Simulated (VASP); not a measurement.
## Rh: single point with PBE

The system is Rh.

```xyz
1
Lattice="0.0000 1.9150 1.9150 1.9150 0.0000 1.9150 1.9150 1.9150 0.0000" Properties=species:S:1:pos:R:3 pbc="T T T"
Rh    0.0000    0.0000    0.0000
```

```yaml
Program: VASP 6.6.1
Task: single point
Functional: PBE
Potentials_or_basis: VASP PAW PBE potentials, release 64 (Rh_pv)
Cutoff: 520 eV
k_mesh: 18 × 18 × 18
Occupations: fermi-dirac, width 0.05 eV
Spin: no spin polarisation
Dipole_correction: no
Further_INCAR_settings: ALGO = Normal; EDIFF = 1e-07; NBANDS = 14
```

```
Pressure               : 0.1 GPa
Band gap on the k mesh : zero (an odd number of electrons rules out a gap without spin polarisation)
```

Levels at points of the mesh, in eV from the Fermi level:
```
           k point  band 3  band 4  band 5  band 6  band 7  band 8  band 9  band 10  band 11  band 12
(0.00, 0.00, 0.00)  -46.35   -7.80   -2.98   -2.98   -2.98   -0.96   -0.96    16.01    20.58    21.35
(0.50, 0.00, 0.00)  -46.44   -5.94   -3.05   -3.05    0.54    0.54    0.76     8.42    15.51    20.58
(0.50, 0.50, 0.00)  -46.60   -6.12   -5.76    0.51    0.94    0.94    3.24    12.00    13.20    13.20
```

It took 37 s on 1 thread of Intel Xeon 8259CL (shared host), peak memory 0.15 GiB.
